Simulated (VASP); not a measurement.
Runs of VASP 6.6.1 on PbS. The structure is that of space group I4/mmm (No. 139), or close to it. The cells are those of the table. 

```tsv
cell	gap on the mesh (eV)	pressure (GPa)
a = 4.163, b = 4.163, c = 4.256 Å, angles 59.3, 59.3, 61.5°, 2 atoms	0.30	2.6
a = 4.195, b = 4.195, c = 4.319 Å, angles 59.0, 59.0, 62.0°, 2 atoms	(a)	1.1
a = 4.194, b = 4.194, c = 4.256 Å, angles 59.5, 59.5, 61.0°, 2 atoms	0.39	1.5
a = 4.226, b = 4.226, c = 4.319 Å, angles 59.3, 59.3, 61.5°, 2 atoms	(b)	0.0
```

Alike in all rows: task single point; level PBE; potentials or basis VASP PAW PBE potentials, release 64 (Pb_d, S); no spin polarisation; k mesh 10 × 10 × 10; cutoff (eV) 520; smearing gaussian 0.03 eV.

Problem. Estimate the missing entries.

Solution. (a) 0.37; (b) 0.46.

Caveats: spin-orbit coupling is left out, which moves the levels of the heavy elements.

A k mesh can miss the band edges, and the runs leave out spin-orbit coupling on Pb.
